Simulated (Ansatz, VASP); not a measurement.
# Two plane-wave programs on Ni

Contents of INCAR:

```
SYSTEM = Ni
ALGO = Normal ; EDIFF = 1E-6
ENCUT = 520 ; GGA = CA
ISIF = 2 ; ISMEAR = -1
ISPIN = 2 ; LASPH = .True.
LCHARG = .True. ; LELF = .True.
LMAXMIX = 4 ; LORBIT = 11
LREAL = .False. ; LVHAR = .True.
LWAVE = .False. ; MAGMOM = 0.572 0.612 0.612
NBANDS = 26 ; NELM = 150
PREC = Accurate ; SIGMA = 0.05
```

File KPOINTS:

```
k-points
0
Gamma
  11 11 15
  0 0 0
```

File POSCAR:

```
Ni
1.0
    3.8311600478      0.0000000000      0.0000000000
   -1.9155800239      3.3178819274      0.0000000000
    0.0000000000      0.0000000000      2.3170250493
Ni
3
Direct
    1.0000000000      1.0000000000      1.0000000000
    0.3333333333      0.6666666667      0.5000000000
    0.6666666667      0.3333333333      0.5000000000
```

Input for Ansatz:

```yaml
crystal:
  lattice:
    - [3.8311600478, 0.0, 0.0]
    - [-1.9155800239, 3.3178819274, 0.0]
    - [0.0, 0.0, 2.3170250493]
  atoms:
    - { symbol: Ni, position: [1.0, 1.0, 1.0], spin: 0.572 }
    - { symbol: Ni, position: [0.3333333333, 0.6666666667, 0.5], spin: 0.612 }
    - { symbol: Ni, position: [0.6666666667, 0.3333333333, 0.5], spin: 0.612 }
hamiltonian:
  xc: lda
  pseudopotentials:
    kind: paw
    azcp:
      Ni: "pseudopotentials/Ni.paw.azcp"
basis:
  ecutwfc: 420
  fft_grid_basis: typed
kpoints:
  mp_grid: { grid: [11, 11, 15], shift: [0, 0, 0] }
magnetization:
  spin_polarized: true
scf:
  occupations: { method: fermi_dirac, width: 0.05 }
  lower_state_search: "off"
output:
  stress: true
```

Alike in both runs: task single point; functional LDA; k mesh 11 × 11 × 15; occupations fermi-dirac, width 0.05 eV; collinear spin.

```csv
,VASP,Ansatz
version,VASP 6.6.1,Ansatz 0.2.0
potentials or method,"VASP PAW LDA potentials, release 64 (Ni), cutoff 520 eV","plane waves (420 eV) with PAW, scalar-relativistic"
valence electrons in the cell,30,54
```

|  | VASP | Ansatz | Ansatz less VASP |
| --- | --- | --- | --- |
| pressure (GPa) | 10.3 | 10.8 | +0.52 |
| traceless stress, the component that is largest in VASP (GPa) | -0.95 | -0.48 | +0.464 |
| net moment per atom (μB) | 0.50 | 0.54 | +0.041 |
| size of the moment on the site where the two differ most (μB) | 0.50 | 0.57 | +0.068 |

Ansatz warns that its potentials were made for another functional, while VASP's fit it. LDA's correlation is that of Perdew and Zunger in VASP and of Perdew and Wang (1992) in Ansatz. Site moments also hang on the region over which each program counts them. VASP's potentials hold 30 valence electrons a cell and Ansatz's 54, so a difference there can come from the potentials and not from the codes.
